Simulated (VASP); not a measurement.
# CO2 (I-42d) in VASP: settings compared

CO2 is run at these levels: PBEsol, LDA, PBE, BLYP+D4, PBE+D4; tasks: relaxation of cell and atoms, single point.

Everything below comes from runs of VASP 6.6.1. Logs are shortened: lines on timing, memory, paths and dates and some standing lists are left out, and cuts for length are marked.

## (1) The cell of the first run

Symmetry: I-42d, No. 122, tetragonal system. The conventional cell has a = 3.949 Å, b = 3.949 Å, c = 6.028 Å, α = 90.00°, β = 90.00°, γ = 90.00°. O (site symmetry 2) has 2 C at 1.40 Å within 1.9 Å. C (site symmetry -4) has 4 O at 1.40 Å within 1.9 Å.

## (2) Relaxation of cell and atoms, PBEsol, target pressure 2 GPa, at which the enthalpy is minimised

INCAR

```
SYSTEM = CO2
  PREC = Accurate
  ENCUT = 600
  EDIFF = 1E-6
  ISMEAR = -1
  SIGMA = 0.05
  LREAL = .FALSE.
  LASPH = .TRUE.
  NELM = 60
  ALGO = Normal
  ISIF = 3
  LWAVE = .FALSE.
  LCHARG = .FALSE.
  GGA = PS
  IBRION = 2
  NSW = 60
  EDIFFG = -0.01
  PSTRESS = 20.0
```

KPOINTS

```
regular mesh
0
G
  9 9 9
  0 0 0
```

POSCAR

```
CO2
1.0
   -1.9747270000      1.9747270000      3.0140580000
    1.9747270000     -1.9747270000      3.0140580000
    1.9747270000      1.9747270000     -3.0140580000
O C
4 2
Direct
    0.8750000000      0.9597980000      0.5847980000
    0.3750000000      0.2902020000      0.4152020000
    0.0402020000      0.6250000000      0.9152020000
    0.7097980000      0.1250000000      0.0847980000
    0.0000000000      0.0000000000      0.0000000000
    0.7500000000      0.2500000000      0.5000000000
```

Potentials or basis: VASP PAW PBE potentials, release 64 (O, C).

Run with:

```bash
cat potpaw_PBE.64/O/POTCAR potpaw_PBE.64/C/POTCAR > POTCAR
mpirun -np 1 vasp_std > vasp.out
```

OUTCAR:

```text
SYSTEM = CO2
   PREC = Accurate
   ENCUT = 600
   EDIFF = 1E-6
   ISMEAR = -1
   LREAL = .FALSE.
   LASPH = .TRUE.
   NELM = 60
   ISIF = 3
   GGA = PS
   IBRION = 2
   NSW = 60
   EDIFFG = -0.01
   PSTRESS = 20.0

 ion  position               nearest neighbor table
   1  0.875  0.960  0.585-   5 1.40   6 1.40
   2  0.375  0.290  0.415-   5 1.40   6 1.40
   3  0.040  0.625  0.915-   6 1.40   5 1.40
   4  0.710  0.125  0.085-   5 1.40   6 1.40
   5  0.000  0.000  0.000-   1 1.40   2 1.40   4 1.40   3 1.40
   6  0.750  0.250  0.500-   1 1.40   3 1.40   4 1.40   2 1.40

  LATTYP: Found a body centered tetragonal cell.
 ALAT       =     3.9494540000
 C/A-ratio  =     1.5263162959

  Lattice vectors:

 A1 = (  -1.9747270000,   1.9747270000,   3.0140580000)
 A2 = (   1.9747270000,  -1.9747270000,   3.0140580000)
 A3 = (   1.9747270000,   1.9747270000,  -3.0140580000)

Analysis of symmetry for initial positions (statically):
=====================================================================
 Subroutine PRICEL returns:
 Original cell was already a primitive cell.

 Routine SETGRP: Setting up the symmetry group for a
 body centered tetragonal supercell.

 Subroutine GETGRP returns: Found  8 space group operations
 (whereof  4 operations were pure point group operations)
 out of a pool of 16 trial point group operations.

The static configuration has the point symmetry S_4 .
 The point group associated with its full space group is D_2d.

Analysis of symmetry for dynamics (positions and initial velocities):
=====================================================================
 Subroutine PRICEL returns:
 Original cell was already a primitive cell.

 Routine SETGRP: Setting up the symmetry group for a
 body centered tetragonal supercell.

 Subroutine GETGRP returns: Found  8 space group operations
 (whereof  4 operations were pure point group operations)
 out of a pool of 16 trial point group operations.

The dynamic configuration has the point symmetry S_4 .
 The point group associated with its full space group is D_2d.

 Subroutine INISYM returns: Found  8 space group operations
 (whereof  4 operations are pure point group operations),
 and found     1 'primitive' translations

----------------------------------------------------------------------------------------

                                     Primitive cell

  volume of cell :      47.0138

  direct lattice vectors                    reciprocal lattice vectors
    -1.974727000  1.974727000  3.014058000     0.000000000  0.253199556  0.165889309
     1.974727000 -1.974727000  3.014058000     0.253199556  0.000000000  0.165889309
     1.974727000  1.974727000 -3.014058000     0.253199556  0.253199556  0.000000000

  length of vectors
     4.108970562  4.108970562  4.108970562     0.302703284  0.302703284  0.358078246

  position of ions in fractional coordinates (direct lattice)
     0.875000000  0.959798000  0.584798000
     0.375000000  0.290202000  0.415202000
     0.040202000  0.625000000  0.915202000
     0.709798000  0.125000000  0.084798000
     0.000000000  0.000000000  0.000000000
     0.750000000  0.250000000  0.500000000

  ion indices of the primitive-cell ions
   primitive index   ion index
                 1           1
                 2           2
                 3           3
                 4           4
                 5           5
                 6           6

----------------------------------------------------------------------------------------

 KPOINTS: regular mesh

Automatic generation of k-mesh.
 Grid dimensions read from file:
 generate k-points for:    9    9    9

 Generating k-lattice:

  Cartesian coordinates                     Fractional coordinates (reciprocal lattice)
     0.000000000  0.028133284  0.018432145     0.111111111 -0.000000000  0.000000000
     0.028133284  0.000000000  0.018432145    -0.000000000  0.111111111  0.000000000
     0.028133284  0.028133284  0.000000000     0.000000000  0.000000000  0.111111111

  Length of vectors
     0.033633698  0.033633698  0.039786472

  Shift w.r.t. Gamma in fractional coordinates (k-lattice)
     0.000000000  0.000000000  0.000000000

 Subroutine IBZKPT returns following result:
 ===========================================

 Found     75 irreducible k-points:

 Following reciprocal coordinates:
            Coordinates               Weight
  0.000000  0.000000  0.000000      1.000000
  0.111111 -0.000000  0.000000      8.000000
  0.222222 -0.000000  0.000000      8.000000
  0.333333 -0.000000  0.000000      8.000000
  0.444444 -0.000000  0.000000      8.000000
  0.111111  0.111111  0.000000      8.000000
[... 16 lines left out ...]
 -0.333333  0.333333  0.000000      4.000000
  0.444444  0.444444  0.000000      8.000000
 [... further k-points ...]
   k-points           NKPTS =     75   k-points in BZ     NKDIM =     75   number of bands    NBANDS=     20
   number of dos      NEDOS =    301   number of ions     NIONS =      6
   total plane-waves  NPLWV =  46656
   dimension x,y,z NGX =    36 NGY =   36 NGZ =   36
   dimension x,y,z NGXF=    72 NGYF=   72 NGZF=   72
   ions per type =               4   2
   NGX,Y,Z   is equivalent  to a cutoff of  14.57, 14.57, 14.57 a.u.
   NGXF,Y,Z  is equivalent  to a cutoff of  29.13, 29.13, 29.13 a.u.
 SYSTEM =  CO2
   PREC   = accura    normal or accurate (medium, high low for compatibility)
   ISTART =      0    job   : 0-new  1-cont  2-samecut
   ICHARG =      2    charge: 1-file 2-atom 10-const
   ISPIN  =      1    spin polarized calculation?
   LNONCOLLINEAR =      F non collinear calculations
   LSORBIT =      F    spin-orbit coupling
   LASPH  =      T    aspherical Exc in radial PAW
   ENCUT  =  600.0 eV  44.10 Ry    6.64 a.u.   8.21  8.21  8.21*2*pi/ulx,y,z
   NELM   =     60;   NELMIN=  2; NELMDL= -5     # of ELM steps
   EDIFF  = 0.1E-05   stopping-criterion for ELM
   LREAL  =      F    real-space projection
   EDIFFG = -.1E-01   stopping-criterion for IOM
   NSW    =     60    number of steps for IOM
   IBRION =      2    ionic relax: 0-MD 1-quasi-New 2-CG
   NFREE  =      1    steps in history (QN), initial steepest desc. (CG)
   ISIF   =      3    stress and relaxation
   ISYM   =      2    0-nonsym 1-usesym 2-fastsym
   POTIM  = 0.5000    time-step for ionic-motion
   TEBEG  =    0.0;   TEEND  =   0.0 temperature during run
   PSTRESS=   20.0 pullay stress
   NELECT =      32.0000    total number of electrons
   NUPDOWN=      -1.0000    fix difference up-down
   EMIN   =  10.00;   EMAX   =-10.00  energy-range for DOS
   EFERMI =   0.00;   METHOD = LEGACY
   ISMEAR =    -1;   SIGMA  =   0.05  broadening in eV -4-tet -1-fermi 0-gaus
   EFERMI_NEDOS =   21; number of points for ismear=-14 and -15
   IALGO  =     38    algorithm
   IMIX   =      4    mixing-type and parameters
     AMIX     =   0.40;   BMIX     =  1.00
     AMIX_MAG =   1.60;   BMIX_MAG =  1.00
  volume/ion in A,a.u.               =       7.84        52.88
  Fermi-wavevector in a.u.,A,eV,Ry     =   1.440068  2.721333 28.215694  2.073795
  Thomas-Fermi vector in A             =   2.558853
   LORBIT       =      0    0 simple, 1 ext, 2 COOP (PROOUT), +10 PAW based schemes
   GGA     = PS    functional components
   LHFCALC =     F    Hartree Fock is set to
   AEXX    =    0.0000 exact exchange contribution
   IVDW    =     0    specifies the selected vdW correction
   LEPSILON=     F    determine dielectric tensor
   LRPA    =     F    only Hartree local field effects (RPA)
 conjugate gradient relaxation of ions
 non-spin polarized calculation
  energy-cutoff  :      600.00
  volume of cell :       47.01
 maximum number of plane-waves:      1584
 NGX is ok and might be reduce to    36
   NGX = 17   NGY = 17   NGZ = 17

--------------------------------------- Ionic step        1  -------------------------------------------

 number of electron      31.9999994 magnetization

 Free energy of the ion-electron system (eV)
  ---------------------------------------------------
  ext. energy  EPLUGINS =         0.00000000
  ---------------------------------------------------
  free energy    TOTEN  =       -46.11544488 eV

  energy without entropy =      -46.11544488  energy(sigma->0) =      -46.11544488

------------------------ aborting loop because EDIFF is reached ----------------------------------------

  FORCE on cell =-STRESS in cart. coord.  units (eV):
  Direction    XX          YY          ZZ          XY          YZ          ZX
  --------------------------------------------------------------------------------------
  -------------------------------------------------------------------------------------
  Total       -1.4238554     -1.4238554     -1.9174068      0.0000000     -0.0000000      0.0000000
  in kB      -48.5233450    -48.5233450    -65.3430068      0.0000000     -0.0000000      0.0000000
  external PRESSURE =     -74.1298989 kB  Pullay stress =      20.0000000 kB
[... 321 lines left out ...]
  enthalpy is  TOTEN    =       -45.5710528125 eV   P V=        0.5616062901

--------------------------------------- Ionic step        9  -------------------------------------------

 number of electron      32.0000000 magnetization

 Free energy of the ion-electron system (eV)
  ---------------------------------------------------
  ext. energy  EPLUGINS =         0.00000000
  ---------------------------------------------------
  free energy    TOTEN  =       -46.13315367 eV

  energy without entropy =      -46.13315367  energy(sigma->0) =      -46.13315367

 E-fermi :   3.5959     XC(G=0): -11.6006

 val. band max:        2.5203130847   @ k =   0.4444  -0.0000   0.0000
 cond. band min:      10.1098810439   @ k =   0.0000   0.0000   0.0000
 fundamental gap:      7.5895679592
 Fermi energy:         3.5959164956

 k-point     1 :       0.0000    0.0000    0.0000
  band No.  band energies     occupation
      1     -21.7422      2.00000
      2     -16.4635      2.00000
      3     -16.4635      2.00000
      4     -15.7444      2.00000
      5     -12.0963      2.00000
      6      -7.3278      2.00000
[... 12 lines left out ...]
     19      12.0324      0.00000
[... 513 lines left out ...]
      4     -16.5374      2.00000
      5      -9.1869      2.00000
      6      -8.9776      2.00000
[... 12 lines left out ...]
     19      12.4082      0.00000
     20      12.5899      0.00000

 [... further k-points ...]

------------------------ aborting loop because EDIFF is reached ----------------------------------------

  FORCE on cell =-STRESS in cart. coord.  units (eV):
  Direction    XX          YY          ZZ          XY          YZ          ZX
  --------------------------------------------------------------------------------------
  -------------------------------------------------------------------------------------
  Total        0.5607873      0.5607873      0.6004920      0.0000000     -0.0000000      0.0000000
  in kB       19.9585666     19.9585666     21.3716665      0.0000000     -0.0000000      0.0000000
  external PRESSURE =       0.4295999 kB  Pullay stress =      20.0000000 kB
[... 21 lines left out ...]
  FREE ENERGIE OF THE ION-ELECTRON SYSTEM (eV)
  ---------------------------------------------------
  free  energy   TOTEN  =       -46.1331536667 eV

  energy  without entropy=      -46.1331536667  energy(sigma->0) =      -46.13315367

  enthalpy is  TOTEN    =       -45.5712022096 eV   P V=        0.5619514572

 reached required accuracy - stopping structural energy minimisation
```

Run time: 3.5 min. Hardware: 1 thread of Intel Xeon 6975P-C (Granite Rapids), shared host; peak memory 0.24 GiB.

Results:

```
Free energy                                                : -46.1332 eV
Relaxed volume                                             : 7.50 Å³/atom
Relaxed cell                                               : a = 4.048 Å, b = 4.048 Å, c = 4.048 Å, α = 122.46°, β = 122.46°, γ = 85.79°
Space group after relaxing (to 0.1 Å)                      : I-42d (No. 122)
Energy change on relaxing (the run minimises the enthalpy) : -3.0 meV/atom
Ionic steps                                                : 9
Pressure after relaxing                                    : 2.0 GPa
Band gap on the k mesh                                     : 7.59 eV (least direct gap 7.98 eV)
```

The path:
```csv
step,energy change (eV),largest force (eV/Å),pressure (GPa),volume (Å³)
1,0.0000,0.1232,-5.41,47.01
2,0.0396,0.7871,10.68,44.59
3,-0.0141,0.2836,1.63,45.86
4,-0.0201,0.1205,1.74,45.44
5,-0.0186,0.0056,1.86,45.16
6,-0.0188,0.0115,1.87,45.17
7,-0.0185,0.0161,2.06,45.12
8,-0.0172,0.0287,2.48,44.99
9,-0.0177,0.0009,2.04,45.02
```

Final structure:
```
CELL_PARAMETERS angstrom
-1.94816 1.94816 2.96531
1.94816 -1.94816 2.96531
1.94816 1.94816 -2.96531
ATOMIC_POSITIONS crystal
O 0.87500 0.95459 0.57959
O 0.37500 0.29541 0.42041
O 0.04541 0.62500 0.92041
O 0.70459 0.12500 0.07959
C 0.00000 0.00000 0.00000
C 0.75000 0.25000 0.50000
```

Caveat: the cell is relaxed towards a set pressure, so the run minimises the enthalpy, not the energy; the PAW data sets were made with another functional, which shifts forces and pressure a little; an odd mesh through Γ misses points on the zone boundary, where band edges can lie.

(Continued in part 2 of 2.)
